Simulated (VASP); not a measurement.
# C (C2/m) in VASP: notebook

The runs below take C through single point, with PBE+D3(BJ).

Program: VASP 6.6.1. These are calculated values, not measurements. Logs are shortened: lines on timing, memory, paths and dates and some standing lists are left out, and cuts for length are marked.

### 1 The cell of the first run

It takes space group C2/m (No. 12, monoclinic). Conventional cell: a = 4.269 Å, b = 2.465 Å, c = 3.650 Å, α = 90.00°, β = 112.95°, γ = 90.00°. C (site symmetry m) has 3 C at 1.38 to 1.52 Å within 1.8 Å.

### 2 Single point, PBE+D3(BJ) (atoms displaced along a vibrational mode)

INCAR reads:

```
  PREC = Accurate
  ENCUT = 520
  EDIFF = 1E-6
  ISMEAR = 0
  SIGMA = 0.05
  LREAL = F
  LASPH = T
  NELM = 60
  ALGO = Normal
  ISIF = 2
  LWAVE = F
  LCHARG = F
  GGA = PE
  IVDW = 12
  NBANDS = 11
```

KPOINTS reads:

```
Automatic mesh
0
Gamma
  15 15 15
```

POSCAR reads:

```
C
1.0
    1.2324984681      0.7115833223      3.3613878357
   -1.2324984681      0.7115833223      3.3613878357
    0.0000000000     -1.4231666447      3.3613878357
C
2
Direct
    0.1724251051      0.1724251051      0.1408054771
    0.8275748949      0.8275748949      0.8591945229
```

Potentials or basis: VASP PAW PBE potentials, release 64 (C).

Launch:

```sh
$ cat potpaw_PBE.64/C/POTCAR > POTCAR
$ mpirun -np 1 vasp_std > vasp.out
```

OUTCAR:

```text
PREC = Accurate
   ENCUT = 520
   EDIFF = 1E-6
   ISMEAR = 0
   LREAL = F
   LASPH = T
   NELM = 60
   ISIF = 2
   GGA = PE
   IVDW = 12
 IVDW          = 12

 ion  position               nearest neighbor table
   1  0.172  0.172  0.141-   2 1.38   2 1.38   2 1.52
   2  0.828  0.828  0.859-   1 1.38   1 1.38   1 1.52

  LATTYP: Found a trigonal (rhomboedric) cell.
 ALAT       =     3.6502508791
 COS(alpha) =     0.7719881893

  Lattice vectors:

 A1 = (   1.2324984681,   0.7115833223,   3.3613878357)
 A2 = (  -1.2324984681,   0.7115833223,   3.3613878357)
 A3 = (   0.0000000000,  -1.4231666447,   3.3613878357)

Analysis of symmetry for initial positions (statically):
=====================================================================
 Subroutine PRICEL returns:
 Original cell was already a primitive cell.

 Routine SETGRP: Setting up the symmetry group for a
 trigonal (rhombohedral) supercell.

 Subroutine GETGRP returns: Found  4 space group operations
 (whereof  4 operations were pure point group operations)
 out of a pool of 12 trial point group operations.

The static configuration has the point symmetry C_2h.

Analysis of symmetry for dynamics (positions and initial velocities):
=====================================================================
 Subroutine PRICEL returns:
 Original cell was already a primitive cell.

 Routine SETGRP: Setting up the symmetry group for a
 trigonal (rhombohedral) supercell.

 Subroutine GETGRP returns: Found  4 space group operations
 (whereof  4 operations were pure point group operations)
 out of a pool of 12 trial point group operations.

The dynamic configuration has the point symmetry C_2h.

 Subroutine INISYM returns: Found  4 space group operations
 (whereof  4 operations are pure point group operations),
 and found     1 'primitive' translations

----------------------------------------------------------------------------------------

                                     Primitive cell

  volume of cell :      17.6881

  direct lattice vectors                    reciprocal lattice vectors
     1.232498468  0.711583322  3.361387836     0.405680017  0.234219467  0.099165389
    -1.232498468  0.711583322  3.361387836    -0.405680017  0.234219467  0.099165389
     0.000000000 -1.423166645  3.361387836     0.000000000 -0.468438935  0.099165389

  length of vectors
     3.650250879  3.650250879  3.650250879     0.478820227  0.478820227  0.478820227

  position of ions in fractional coordinates (direct lattice)
     0.172425105  0.172425105  0.140805477
     0.827574895  0.827574895  0.859194523

  ion indices of the primitive-cell ions
   primitive index   ion index
                 1           1
                 2           2

----------------------------------------------------------------------------------------

 KPOINTS: Automatic mesh

Automatic generation of k-mesh.
 Grid dimensions read from file:
 generate k-points for:   15   15   15

 Generating k-lattice:

  Cartesian coordinates                     Fractional coordinates (reciprocal lattice)
     0.027045334  0.015614631  0.006611026     0.066666667  0.000000000  0.000000000
    -0.027045334  0.015614631  0.006611026     0.000000000  0.066666667  0.000000000
     0.000000000 -0.031229262  0.006611026     0.000000000  0.000000000  0.066666667

  Length of vectors
     0.031921348  0.031921348  0.031921348

  Shift w.r.t. Gamma in fractional coordinates (k-lattice)
     0.000000000  0.000000000  0.000000000

 Subroutine IBZKPT returns following result:
 ===========================================

 Found    904 irreducible k-points:

 Following reciprocal coordinates:
            Coordinates               Weight
  0.000000  0.000000  0.000000      1.000000
  0.066667 -0.000000  0.000000      4.000000
  0.000000  0.000000  0.066667      2.000000
  0.133333  0.000000  0.000000      4.000000
  0.000000  0.000000  0.133333      2.000000
  0.200000  0.000000 -0.000000      4.000000
[... 16 lines left out ...]
  0.066667  0.000000  0.200000      4.000000
  0.266667  0.066667  0.000000      4.000000
 [... further k-points ...]
   k-points           NKPTS =    904   k-points in BZ     NKDIM =    904   number of bands    NBANDS=     11
   number of dos      NEDOS =    301   number of ions     NIONS =      2
   total plane-waves  NPLWV =  21952
   dimension x,y,z NGX =    28 NGY =   28 NGZ =   28
   dimension x,y,z NGXF=    56 NGYF=   56 NGZF=   56
   ions per type =               2
   NGX,Y,Z   is equivalent  to a cutoff of  12.75, 12.75, 12.75 a.u.
   NGXF,Y,Z  is equivalent  to a cutoff of  25.50, 25.50, 25.50 a.u.
 SYSTEM =  unknown system
   PREC   = accura    normal or accurate (medium, high low for compatibility)
   ISTART =      0    job   : 0-new  1-cont  2-samecut
   ICHARG =      2    charge: 1-file 2-atom 10-const
   ISPIN  =      1    spin polarized calculation?
   LNONCOLLINEAR =      F non collinear calculations
   LSORBIT =      F    spin-orbit coupling
   LASPH  =      T    aspherical Exc in radial PAW
   ENCUT  =  520.0 eV  38.22 Ry    6.18 a.u.   6.79  6.79  6.79*2*pi/ulx,y,z
   NELM   =     60;   NELMIN=  2; NELMDL= -5     # of ELM steps
   EDIFF  = 0.1E-05   stopping-criterion for ELM
   LREAL  =      F    real-space projection
   EDIFFG = 0.1E-04   stopping-criterion for IOM
   NSW    =      0    number of steps for IOM
   IBRION =     -1    ionic relax: 0-MD 1-quasi-New 2-CG
   NFREE  =      0    steps in history (QN), initial steepest desc. (CG)
   ISIF   =      2    stress and relaxation
   ISYM   =      2    0-nonsym 1-usesym 2-fastsym
   POTIM  = 0.5000    time-step for ionic-motion
   TEBEG  =    0.0;   TEEND  =   0.0 temperature during run
   PSTRESS=    0.0 pullay stress
   NELECT =       8.0000    total number of electrons
   NUPDOWN=      -1.0000    fix difference up-down
   EMIN   =  10.00;   EMAX   =-10.00  energy-range for DOS
   EFERMI =   0.00;   METHOD = LEGACY
   ISMEAR =     0;   SIGMA  =   0.05  broadening in eV -4-tet -1-fermi 0-gaus
   EFERMI_NEDOS =   21; number of points for ismear=-14 and -15
   IALGO  =     38    algorithm
   IMIX   =      4    mixing-type and parameters
     AMIX     =   0.40;   BMIX     =  1.00
     AMIX_MAG =   1.60;   BMIX_MAG =  1.00
  volume/ion in A,a.u.               =       8.84        59.68
  Fermi-wavevector in a.u.,A,eV,Ry     =   1.256640  2.374705 21.485554  1.579144
  Thomas-Fermi vector in A             =   2.390338
   LORBIT       =      0    0 simple, 1 ext, 2 COOP (PROOUT), +10 PAW based schemes
   GGA     = PE    functional components
   LHFCALC =     F    Hartree Fock is set to
   AEXX    =    0.0000 exact exchange contribution
   IVDW    =    12    specifies the selected vdW correction
   LEPSILON=     F    determine dielectric tensor
   LRPA    =     F    only Hartree local field effects (RPA)
 non-spin polarized calculation
 Gauss-broadening in eV      SIGMA  =   0.05
  energy-cutoff  :      520.00
  volume of cell :       17.69
 maximum number of plane-waves:       490
   NGX = 13   NGY = 13   NGZ = 13

 number of electron       8.0000000 magnetization

 Free energy of the ion-electron system (eV)
  ---------------------------------------------------
  ext. energy  EPLUGINS =         0.00000000
  ---------------------------------------------------
  free energy    TOTEN  =       -18.14945119 eV

  energy without entropy =      -18.14945116  energy(sigma->0) =      -18.14945118

 E-fermi :   4.5961     XC(G=0): -10.3158

 val. band max:        4.4565594800   @ k =  -0.2000   0.4000   0.0667
 cond. band min:       4.7335317749   @ k =   0.2000  -0.1333  -0.4667
 fundamental gap:      0.2769722949
 Fermi energy:         4.5961283974

 k-point     1 :       0.0000    0.0000    0.0000
  band No.  band energies     occupation
      1     -14.9826      2.00000
      2      -1.8876      2.00000
      3       0.4266      2.00000
      4       3.1494      2.00000
      5       8.7160      0.00000
      6      11.2555      0.00000
      7      14.7907      0.00000
      8      16.2160      0.00000
      9      17.3173      0.00000
     10      27.2917      0.00000
     11      30.2050      0.00000

 k-point     2 :       0.0667   -0.0000    0.0000
  band No.  band energies     occupation
      1     -14.8760      2.00000
      2      -1.7790      2.00000
      3       0.1112      2.00000
      4       2.8132      2.00000
      5       8.8578      0.00000
      6      11.5639      0.00000
      7      14.9395      0.00000
      8      15.8492      0.00000
      9      17.5302      0.00000
     10      27.6408      0.00000
     11      29.5786      0.00000

 k-point     3 :       0.0000    0.0000    0.0667
  band No.  band energies     occupation
      1     -14.8743      2.00000
      2      -1.7849      2.00000
      3       0.2676      2.00000
      4       2.5895      2.00000
      5       8.8451      0.00000
      6      11.5256      0.00000
      7      15.1741      0.00000
      8      15.9032      0.00000
      9      17.4461      0.00000
     10      27.6276      0.00000
     11      29.1286      0.00000

 k-point     4 :       0.1333    0.0000    0.0000
  band No.  band energies     occupation
      1     -14.5572      2.00000
      2      -1.4626      2.00000
      3      -0.7545      2.00000
      4       1.9962      2.00000
      5       9.2724      0.00000
      6      12.1643      0.00000
      7      14.7283      0.00000
      8      15.6105      0.00000
      9      18.1879      0.00000
     10      27.7503      0.00000
     11      28.5580      0.00000
[... 239 lines left out ...]
 k-point    22 :      -0.2000    0.0000   -0.0667
  band No.  band energies     occupation
      1     -14.2318      2.00000
      2      -1.6740      2.00000
      3      -1.1653      2.00000
      4       1.4490      2.00000
      5       9.8671      0.00000
      6      12.8125      0.00000
      7      13.7759      0.00000
      8      15.7509      0.00000
      9      18.9732      0.00000
     10      26.2318      0.00000
     11      29.1826      0.00000

 k-point    23 :       0.0667    0.0000    0.2000
  band No.  band energies     occupation
      1     -14.2181      2.00000
      2      -1.2774      2.00000
      3      -0.7241      2.00000
      4       0.3075      2.00000
      5       9.8043      0.00000
      6      12.4087      0.00000
      7      14.2783      0.00000
      8      16.6594      0.00000
      9      18.7870      0.00000
     10      25.3924      0.00000
     11      29.0104      0.00000

 k-point    24 :       0.2667    0.0667    0.0000
  band No.  band energies     occupation
      1     -13.5883      2.00000
      2      -2.7286      2.00000
      3      -0.6131      2.00000
      4       0.0998      2.00000
      5      10.4404      0.00000
      6      12.6222      0.00000
      7      13.0198      0.00000
      8      17.3406      0.00000
      9      20.0614      0.00000
     10      24.0760      0.00000
     11      28.1371      0.00000

 [... further k-points ...]

------------------------ aborting loop because EDIFF is reached ----------------------------------------

 Edisp (eV)   -0.31230

 E8    (eV) :    -0.0885

  FORCE on cell =-STRESS in cart. coord.  units (eV):
  Direction    XX          YY          ZZ          XY          YZ          ZX
  --------------------------------------------------------------------------------------
  -------------------------------------------------------------------------------------
  Total       1.50576    -0.31303    -0.16829     0.00000     0.40601     0.00000
  in kB     136.39038   -28.35376   -15.24396     0.00000    36.77631     0.00000
  external pressure =       30.93 kB  Pullay stress =        0.00 kB

 VOLUME and BASIS-vectors are now :
 -----------------------------------------------------------------------------
  energy-cutoff  :      520.00
  volume of cell :       17.69
      direct lattice vectors                 reciprocal lattice vectors
     1.232498468  0.711583322  3.361387836     0.405680017  0.234219467  0.099165389
    -1.232498468  0.711583322  3.361387836    -0.405680017  0.234219467  0.099165389
     0.000000000 -1.423166645  3.361387836     0.000000000 -0.468438935  0.099165389

 POSITION                                       TOTAL-FORCE (eV/Angst)
 -----------------------------------------------------------------------------------
      0.00000      0.04500      1.63248         0.000000     -4.226100      1.500212
      0.00000     -0.04500      8.45169         0.000000      4.226100     -1.500212
 -----------------------------------------------------------------------------------
    total drift:                                0.000000     -0.000000      0.000000

  FREE ENERGIE OF THE ION-ELECTRON SYSTEM (eV)
  ---------------------------------------------------
  free  energy   TOTEN  =       -18.4617509056 eV

  energy  without entropy=      -18.4617508700  energy(sigma->0) =      -18.46175089
```

Run time: 6.5 min. Hardware: 1 thread of Intel Xeon 8259CL, shared host; peak memory 0.28 GiB.

Results:

| Quantity | Value |
| --- | --- |
| Free energy | -18.4618 eV |
| Pressure | 3.1 GPa |
| Largest force | 4.484 eV/Å |
| Dispersion energy per atom | -0.156 eV |

Forces on the atoms (eV/Å):
```
C    0.000 -4.226  1.500
C    0.000  4.226 -1.500
```

Stress tensor (GPa, compression positive):
```
13.64  0.00  0.00
 0.00 -2.84  3.68
 0.00  3.68 -1.52
```

Caveat: the cell differs from its parent crystal (atoms displaced along a vibrational mode); the cell stands under pressure; forces of over 1 eV/Å act on the atoms, so gaps and moduli don't describe the material at rest.

### 3 Single point, PBE+D3(BJ) (atoms displaced along a vibrational mode)

INCAR reads:

```
SYSTEM = C
PREC = Accurate ; ENCUT = 520
EDIFF = 1E-7 ; ISMEAR = 0
SIGMA = 0.05 ; LREAL = .FALSE.
LASPH = .TRUE. ; NELM = 80
ALGO = Normal ; ISIF = 2
LWAVE = .FALSE. ; LCHARG = .TRUE.
GGA = PE ; IVDW = 12
LELF = .TRUE. ; LVHAR = .TRUE.
NBANDS = 11
```

KPOINTS reads:

```
Automatic mesh
0
G
  15 15 15
  0 0 0
```

POSCAR reads:

```
C
1.0
    1.2324984681      0.7115833223      3.3613878357
   -1.2324984681      0.7115833223      3.3613878357
    0.0000000000     -1.4231666447      3.3613878357
C
2
Direct
    0.1513453531      0.1513453531      0.1829649812
    0.8486546469      0.8486546469      0.8170350188
```

Potentials or basis: VASP PAW PBE potentials, release 64 (C).

Launch:

```sh
$ cat potpaw_PBE.64/C/POTCAR > POTCAR
$ mpirun -np 1 vasp_std > vasp.out
```

It took 8.2 min on 1 thread of Intel Xeon 8259CL, shared host; peak memory 0.28 GiB.

Results (log left out):

* Free energy: -18.4307 eV
* Pressure: 3.8 GPa
* Largest force: 5.476 eV/Å
* Dispersion energy per atom: -0.156 eV

Forces in eV/Å, atoms in the order of the input:
```
C    0.000  5.270  1.488
C    0.000 -5.270 -1.488
```

Stress tensor (GPa, compression positive):
```
-3.70  0.00  0.00
 0.00 16.70 -4.60
 0.00 -4.60 -1.46
```

Caveat: the cell differs from its parent crystal (atoms displaced along a vibrational mode); the cell stands under pressure; forces of over 1 eV/Å act on the atoms, so gaps and moduli don't describe the material at rest.

### 4 Single point, PBE+D3(BJ) (atoms displaced along a vibrational mode)

INCAR reads:

```
SYSTEM = C
ALGO     = Normal         ! electronic algorithm
EDIFF    = 1E-7           ! SCF threshold, eV
ENCUT    = 520            ! plane-wave cutoff, eV
GGA      = PE             ! functional
ISIF     = 2              ! what is computed and relaxed
ISMEAR   = 0              ! smearing method
IVDW     = 12             ! dispersion correction
LASPH    = .True.         ! aspherical terms in the spheres
LCHARG   = .True.         ! write CHGCAR
LELF     = .True.         ! ELF
LREAL    = .False.        ! projectors in reciprocal space
LVHAR    = .True.       
LWAVE    = .False.        ! write WAVECAR
NBANDS   = 11             ! bands
NELM     = 60             ! most SCF steps
PREC     = Accurate       ! precision mode
SIGMA    = 0.05           ! smearing width, eV
```

KPOINTS reads:

```
k-points
0
Gamma
  15 15 15
  0 0 0
```

POSCAR reads:

```
C
1.0
    1.2324984681      0.7115833223      3.3613878357
   -1.2324984681      0.7115833223      3.3613878357
    0.0000000000     -1.4231666447      3.3613878357
C
2
Direct
    0.1619192208      0.1619192208      0.1829989729
    0.8380807792      0.8380807792      0.8170010271
```

Potentials or basis: VASP PAW PBE potentials, release 64 (C).

Launch:

```sh
$ cat potpaw_PBE.64/C/POTCAR > POTCAR
$ mpirun -np 1 vasp_std > vasp.out
```

OUTCAR:

```text
SYSTEM = C
   EDIFF = 1E-7
   ENCUT = 520
   GGA = PE
   ISIF = 2
   ISMEAR = 0
   IVDW = 12
   LASPH = .True.
   LREAL = .False.
   NELM = 60
   PREC = Accurate
 IVDW          = 12

 ion  position               nearest neighbor table
   1  0.162  0.162  0.183-   2 1.36   2 1.45   2 1.45
   2  0.838  0.838  0.817-   1 1.36   1 1.45   1 1.45

  LATTYP: Found a trigonal (rhomboedric) cell.
 ALAT       =     3.6502508791
 COS(alpha) =     0.7719881893

  Lattice vectors:

[... 523 lines left out ...]
------------------------ aborting loop because EDIFF is reached ----------------------------------------

 Edisp (eV)   -0.31208

 E8    (eV) :    -0.0884

  FORCE on cell =-STRESS in cart. coord.  units (eV):
  Direction    XX          YY          ZZ          XY          YZ          ZX
  --------------------------------------------------------------------------------------
  -------------------------------------------------------------------------------------
  Total      -0.37469     1.07830    -0.01870     0.00000     0.16091     0.00000
  in kB     -33.93901    97.67145    -1.69395     0.00000    14.57518     0.00000
  external pressure =       20.68 kB  Pullay stress =        0.00 kB

 VOLUME and BASIS-vectors are now :
 -----------------------------------------------------------------------------
  energy-cutoff  :      520.00
  volume of cell :       17.69
      direct lattice vectors                 reciprocal lattice vectors
     1.232498468  0.711583322  3.361387836     0.405680017  0.234219467  0.099165389
    -1.232498468  0.711583322  3.361387836    -0.405680017  0.234219467  0.099165389
     0.000000000 -1.423166645  3.361387836     0.000000000 -0.468438935  0.099165389

 POSITION                                       TOTAL-FORCE (eV/Angst)
 -----------------------------------------------------------------------------------
      0.00000     -0.03000      1.70368         0.000000      3.430976     -0.756180
      0.00000      0.03000      8.38049         0.000000     -3.430976      0.756180
 -----------------------------------------------------------------------------------
    total drift:                               -0.000000     -0.000000      0.000000

  FREE ENERGIE OF THE ION-ELECTRON SYSTEM (eV)
  ---------------------------------------------------
  free  energy   TOTEN  =       -18.6161116973 eV

  energy  without entropy=      -18.6161116908  energy(sigma->0) =      -18.61611169
```

It took 7.6 min on 1 thread of Intel Xeon 8259CL, shared host; peak memory 0.28 GiB.

Results:

```yaml
Free_energy: -18.6161 eV
Pressure: 2.1 GPa
Largest_force: 3.513 eV/Å
Dispersion_energy_per_atom: -0.156 eV
```

Forces on the atoms (eV/Å):
```
C    0.000  3.431 -0.756
C    0.000 -3.431  0.756
```

Stress tensor (GPa, compression positive):
```
-3.39  0.00  0.00
 0.00  9.77  1.46
 0.00  1.46 -0.17
```

Caveat: the cell differs from its parent crystal (atoms displaced along a vibrational mode); forces of over 1 eV/Å act on the atoms, so gaps and moduli don't describe the material at rest.

(Part 1 of 2 ends here.)
